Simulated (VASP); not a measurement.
# B (Im-3m) in VASP: single point with PBEsol

Aim: the single point of B with PBEsol.

Everything below comes from runs of VASP 6.6.1. Logs are shortened: lines on timing, memory, paths and dates and some standing lists are left out, and cuts for length are marked.

## 1. The cell of the first run

It takes space group Im-3m (No. 229, cubic). The conventional cell has a = 2.302 Å, b = 2.302 Å, c = 2.302 Å, α = 90.00°, β = 90.00°, γ = 90.00°. B (site symmetry m-3m) has 14 B at 1.99 to 2.30 Å within 2.6 Å.

## 2. Single point, PBEsol

INCAR

```
SYSTEM = B
PREC = Accurate
ENCUT = 520
EDIFF = 1E-6
ISMEAR = -1
SIGMA = 0.13605693000000002
LREAL = .False.
LASPH = .True.
NELM = 100
ALGO = Normal
ISIF = 2
LWAVE = .False.
LCHARG = .False.
GGA = PS
NBANDS = 8
```

KPOINTS

```
Automatic mesh
0
Gamma
  18 18 18
  0 0 0
```

POSCAR

```
B
1.0
   -1.1509129486      1.1509129486      1.1509129486
    1.1509129486     -1.1509129486      1.1509129486
    1.1509129486      1.1509129486     -1.1509129486
B
1
Direct
    0.0000000000      0.0000000000      0.0000000000
```

Potentials or basis: VASP PAW PBE potentials, release 64 (B).

Run with:

```sh
> cat potpaw_PBE.64/B/POTCAR > POTCAR
> mpirun -np 1 vasp_std > vasp.out
```

OUTCAR:

```text
SYSTEM = B
   PREC = Accurate
   ENCUT = 520
   EDIFF = 1E-6
   ISMEAR = -1
   LREAL = .False.
   LASPH = .True.
   NELM = 100
   ISIF = 2
   GGA = PS

 ion  position               nearest neighbor table
   1  0.000  0.000  0.000-

  LATTYP: Found a body centered cubic cell.
 ALAT       =     2.3018258972

  Lattice vectors:

 A1 = (  -1.1509129486,   1.1509129486,   1.1509129486)
 A2 = (   1.1509129486,  -1.1509129486,   1.1509129486)
 A3 = (   1.1509129486,   1.1509129486,  -1.1509129486)

Analysis of symmetry for initial positions (statically):
=====================================================================
 Subroutine PRICEL returns:
 Original cell was already a primitive cell.

 Routine SETGRP: Setting up the symmetry group for a
 body centered cubic supercell.

 Subroutine GETGRP returns: Found 48 space group operations
[... 9 lines left out ...]

 Routine SETGRP: Setting up the symmetry group for a
 body centered cubic supercell.

 Subroutine GETGRP returns: Found 48 space group operations
[... 11 lines left out ...]
                                     Primitive cell

  volume of cell :       6.0980

  direct lattice vectors                    reciprocal lattice vectors
    -1.150912949  1.150912949  1.150912949     0.000000000  0.434437722  0.434437722
     1.150912949 -1.150912949  1.150912949     0.434437722  0.000000000  0.434437722
     1.150912949  1.150912949 -1.150912949     0.434437722  0.434437722  0.000000000

  length of vectors
     1.993439702  1.993439702  1.993439702     0.614387719  0.614387719  0.614387719

  position of ions in fractional coordinates (direct lattice)
     0.000000000  0.000000000  0.000000000

  ion indices of the primitive-cell ions
   primitive index   ion index
                 1           1

----------------------------------------------------------------------------------------

 KPOINTS: Automatic mesh

Automatic generation of k-mesh.
 Grid dimensions read from file:
 generate k-points for:   18   18   18

 Generating k-lattice:

  Cartesian coordinates                     Fractional coordinates (reciprocal lattice)
     0.000000000  0.024135429  0.024135429     0.055555556  0.000000000  0.000000000
     0.024135429  0.000000000  0.024135429     0.000000000  0.055555556  0.000000000
     0.024135429  0.024135429  0.000000000     0.000000000  0.000000000  0.055555556

  Length of vectors
     0.034132651  0.034132651  0.034132651

  Shift w.r.t. Gamma in fractional coordinates (k-lattice)
     0.000000000  0.000000000  0.000000000

 Subroutine IBZKPT returns following result:
 ===========================================

 Found    195 irreducible k-points:

 Following reciprocal coordinates:
            Coordinates               Weight
  0.000000  0.000000  0.000000      1.000000
  0.055556  0.000000  0.000000     12.000000
  0.111111  0.000000  0.000000     12.000000
  0.166667  0.000000  0.000000     12.000000
  0.222222  0.000000  0.000000     12.000000
  0.277778  0.000000  0.000000     12.000000
[... 16 lines left out ...]
  0.333333  0.111111  0.000000     48.000000
  0.388889  0.111111  0.000000     48.000000
 [... further k-points ...]
   k-points           NKPTS =    195   k-points in BZ     NKDIM =    195   number of bands    NBANDS=      8
   number of dos      NEDOS =    301   number of ions     NIONS =      1
   total plane-waves  NPLWV =   4096
   dimension x,y,z NGX =    16 NGY =   16 NGZ =   16
   dimension x,y,z NGXF=    32 NGYF=   32 NGZF=   32
   ions per type =               1
   NGX,Y,Z   is equivalent  to a cutoff of  13.34, 13.34, 13.34 a.u.
   NGXF,Y,Z  is equivalent  to a cutoff of  26.69, 26.69, 26.69 a.u.
 SYSTEM =  B
   PREC   = accura    normal or accurate (medium, high low for compatibility)
   ISTART =      0    job   : 0-new  1-cont  2-samecut
   ICHARG =      2    charge: 1-file 2-atom 10-const
   ISPIN  =      1    spin polarized calculation?
   LNONCOLLINEAR =      F non collinear calculations
   LSORBIT =      F    spin-orbit coupling
   LASPH  =      T    aspherical Exc in radial PAW
   ENCUT  =  520.0 eV  38.22 Ry    6.18 a.u.   3.71  3.71  3.71*2*pi/ulx,y,z
   NELM   =    100;   NELMIN=  2; NELMDL= -5     # of ELM steps
   EDIFF  = 0.1E-05   stopping-criterion for ELM
   LREAL  =      F    real-space projection
   EDIFFG = 0.1E-04   stopping-criterion for IOM
   NSW    =      0    number of steps for IOM
   IBRION =     -1    ionic relax: 0-MD 1-quasi-New 2-CG
   NFREE  =      0    steps in history (QN), initial steepest desc. (CG)
   ISIF   =      2    stress and relaxation
   ISYM   =      2    0-nonsym 1-usesym 2-fastsym
   POTIM  = 0.5000    time-step for ionic-motion
   TEBEG  =    0.0;   TEEND  =   0.0 temperature during run
   PSTRESS=    0.0 pullay stress
   NELECT =       3.0000    total number of electrons
   NUPDOWN=      -1.0000    fix difference up-down
   EMIN   =  10.00;   EMAX   =-10.00  energy-range for DOS
   EFERMI =   0.00;   METHOD = LEGACY
   ISMEAR =    -1;   SIGMA  =   0.14  broadening in eV -4-tet -1-fermi 0-gaus
   EFERMI_NEDOS =   21; number of points for ismear=-14 and -15
   IALGO  =     38    algorithm
   IMIX   =      4    mixing-type and parameters
     AMIX     =   0.40;   BMIX     =  1.00
     AMIX_MAG =   1.60;   BMIX_MAG =  1.00
  volume/ion in A,a.u.               =       6.10        41.15
  Fermi-wavevector in a.u.,A,eV,Ry     =   1.292368  2.442221 22.724646  1.670214
  Thomas-Fermi vector in A             =   2.424080
   LORBIT       =      0    0 simple, 1 ext, 2 COOP (PROOUT), +10 PAW based schemes
   GGA     = PS    functional components
   LHFCALC =     F    Hartree Fock is set to
   AEXX    =    0.0000 exact exchange contribution
   IVDW    =     0    specifies the selected vdW correction
   LEPSILON=     F    determine dielectric tensor
   LRPA    =     F    only Hartree local field effects (RPA)
 non-spin polarized calculation
  energy-cutoff  :      520.00
  volume of cell :        6.10
 maximum number of plane-waves:       177
   NGX =  7   NGY =  7   NGZ =  7

 number of electron       3.0000000 magnetization

 Free energy of the ion-electron system (eV)
  ---------------------------------------------------
  ext. energy  EPLUGINS =         0.00000000
  ---------------------------------------------------
  free energy    TOTEN  =        -5.40119030 eV

  energy without entropy =       -5.38742019  energy(sigma->0) =       -5.39430525

 E-fermi :  10.0727     XC(G=0): -12.9011

 val. band max:       10.0616740735   @ k =  -0.4444   0.5000   0.3889
 cond. band min:      10.1439933331   @ k =   0.2778   0.1111   0.1111
 fundamental gap:      0.0823192596
 Fermi energy:        10.0727239203

 k-point     1 :       0.0000    0.0000    0.0000
  band No.  band energies     occupation
      1      -8.6515      2.00000
      2      25.7338      0.00000
      3      25.7338      0.00000
      4      25.7338      0.00000
      5      44.0251      0.00000
      6      44.0251      0.00000
      7      44.0251      0.00000
      8      47.8182      0.00000

 k-point     2 :       0.0556    0.0000    0.0000
  band No.  band energies     occupation
      1      -8.5115      2.00000
      2      25.2727      0.00000
      3      25.3851      0.00000
      4      25.6475      0.00000
      5      42.6301      0.00000
      6      42.7346      0.00000
      7      44.7058      0.00000
      8      46.2298      0.00000

 k-point     3 :       0.1111    0.0000    0.0000
  band No.  band energies     occupation
      1      -8.0913      2.00000
      2      23.8699      0.00000
      3      24.4820      0.00000
      4      25.3948      0.00000
      5      39.8397      0.00000
      6      40.5385      0.00000
      7      45.3822      0.00000
      8      46.6013      0.00000

 k-point     4 :       0.1667    0.0000    0.0000
  band No.  band energies     occupation
      1      -7.3919      2.00000
      2      21.5839      0.00000
      3      23.3073      0.00000
      4      25.0006      0.00000
      5      37.7665      0.00000
      6      38.4288      0.00000
      7      44.7838      0.00000
      8      48.0772      0.00000

 k-point     5 :       0.2222    0.0000    0.0000
  band No.  band energies     occupation
      1      -6.4152      2.00000
      2      18.6779      0.00000
      3      22.0951      0.00000
      4      24.5118      0.00000
      5      36.5633      0.00000
      6      36.5869      0.00000
      7      44.7854      0.00000
      8      49.8920      0.00000

 k-point     6 :       0.2778    0.0000    0.0000
  band No.  band energies     occupation
      1      -5.1669      2.00000
      2      15.4975      0.00000
      3      20.9903      0.00000
      4      23.9926      0.00000
      5      35.0591      0.00000
      6      35.9872      0.00000
      7      45.3301      0.00000
      8      51.9328      0.00000

 k-point     7 :       0.3333    0.0000    0.0000
  band No.  band energies     occupation
      1      -3.6615      2.00000
      2      12.3135      0.00000
      3      20.0759      0.00000
      4      23.5107      0.00000
      5      33.8629      0.00000
      6      35.7963      0.00000
      7      46.3193      0.00000
      8      53.3211      0.00000

 k-point     8 :       0.3889    0.0000    0.0000
  band No.  band energies     occupation
      1      -1.9421      2.00000
      2       9.3199      1.99212
      3      19.3983      0.00000
      4      23.1243      0.00000
      5      33.0053      0.00000
      6      35.8079      0.00000
      7      47.5917      0.00000
      8      53.0190      0.00000

 k-point     9 :       0.4444    0.0000    0.0000
  band No.  band energies     occupation
      1      -0.1709      2.00000
      2       6.7592      2.00000
      3      18.9832      0.00000
      4      22.8759      0.00000
      5      32.4899      0.00000
      6      35.8823      0.00000
      7      48.8276      0.00000
      8      52.4570      0.00000

 k-point    10 :       0.5000    0.0000    0.0000
  band No.  band energies     occupation
      1       0.8422      2.00000
      2       5.4791      2.00000
      3      18.8435      0.00000
      4      22.7904      0.00000
      5      32.3180      0.00000
      6      35.9194      0.00000
      7      49.3983      0.00000
      8      52.2352      0.00000
[... 78 lines left out ...]
 k-point    18 :       0.4444    0.0556    0.0000
  band No.  band energies     occupation
      1       0.6620      2.00000
      2       5.9122      2.00000
      3      18.4978      0.00000
      4      22.2005      0.00000
      5      33.2209      0.00000
      6      36.1797      0.00000
      7      49.2216      0.00000
      8      51.5374      0.00000

 k-point    19 :       0.1111    0.1111    0.0000
  band No.  band energies     occupation
      1      -6.9723      2.00000
      2      21.2779      0.00000
      3      21.9416      0.00000
      4      24.1904      0.00000
      5      37.2732      0.00000
      6      38.1414      0.00000
      7      44.6536      0.00000
      8      49.1009      0.00000

 k-point    20 :       0.1667    0.1111    0.0000
  band No.  band energies     occupation
      1      -5.9955      2.00000
      2      18.8594      0.00000
      3      20.3703      0.00000
      4      23.4590      0.00000
      5      36.5801      0.00000
      6      37.2795      0.00000
      7      44.9470      0.00000
      8      50.7478      0.00000

 k-point    21 :       0.2222    0.1111    0.0000
  band No.  band energies     occupation
      1      -4.7463      2.00000
      2      15.7678      0.00000
      3      19.2397      0.00000
      4      22.7507      0.00000
      5      36.2901      0.00000
      6      36.6024      0.00000
      7      45.5048      0.00000
      8      52.8811      0.00000

 k-point    22 :       0.2778    0.1111   -0.0000
  band No.  band energies     occupation
      1      -3.2377      2.00000
      2      12.6088      0.00000
      3      18.3417      0.00000
      4      22.1217      0.00000
      5      35.8187      0.00000
      6      36.5260      0.00000
      7      46.3385      0.00000
      8      53.1373      0.00000

 k-point    23 :       0.3333    0.1111    0.0000
  band No.  band energies     occupation
      1      -1.5091      2.00000
      2       9.6178      1.93181
      3      17.6854      0.00000
      4      21.6305      0.00000
      5      35.3348      0.00000
      6      36.7591      0.00000
      7      47.3872      0.00000
      8      51.8212      0.00000

 k-point    24 :       0.3889    0.1111    0.0000
  band No.  band energies     occupation
      1       0.2871      2.00000
      2       7.0371      2.00000
      3      17.2856      0.00000
      4      21.3197      0.00000
      5      35.0216      0.00000
      6      36.9994      0.00000
      7      48.5118      0.00000
      8      50.6340      0.00000

 [... further k-points ...]
[... 5 lines left out ...]
  --------------------------------------------------------------------------------------
  -------------------------------------------------------------------------------------
  Total       -0.0290407     -0.0290407     -0.0290407      0.0000000      0.0000000     -0.0000000
  in kB       -7.6301009     -7.6301009     -7.6301009      0.0000000      0.0000000     -0.0000000
  external PRESSURE =      -7.6301009 kB  Pullay stress =       0.0000000 kB

 VOLUME and BASIS-vectors are now :
 -----------------------------------------------------------------------------
  energy-cutoff  :      520.00
  volume of cell :        6.10
      direct lattice vectors                 reciprocal lattice vectors
    -1.150912949  1.150912949  1.150912949     0.000000000  0.434437722  0.434437722
     1.150912949 -1.150912949  1.150912949     0.434437722  0.000000000  0.434437722
     1.150912949  1.150912949 -1.150912949     0.434437722  0.434437722  0.000000000

 POSITION                                       TOTAL-FORCE (eV/Angst)
 -----------------------------------------------------------------------------------
      0.00000      0.00000      0.00000         0.000000      0.000000      0.000000
 -----------------------------------------------------------------------------------
    total drift:                               -0.000000      0.000000      0.000000

  FREE ENERGIE OF THE ION-ELECTRON SYSTEM (eV)
  ---------------------------------------------------
  free  energy   TOTEN  =        -5.4011902986 eV

  energy  without entropy=       -5.3874201942  energy(sigma->0) =       -5.39430525
```

It took 2.1 s on 1 thread of Intel Xeon 6975P-C (Granite Rapids), shared host; peak memory 0.11 GiB.

What came out:

| Item | Value |
| --- | --- |
| Free energy | -5.4012 eV |
| Pressure | -0.8 GPa |

Levels at points of the mesh, in eV from the Fermi level:
```tsv
k point	band 1	band 2	band 3	band 4	band 5	band 6
(0.00, 0.00, 0.00)	-18.72	15.66	15.66	15.66	33.95	33.95
(0.50, 0.00, 0.00)	-9.23	-4.59	8.77	12.72	22.25	25.85
(0.50, 0.50, 0.50)	0.40	0.40	0.40	10.20	10.20	11.58
```

Caveat: the PAW data sets were made with another functional, which shifts forces and pressure a little.
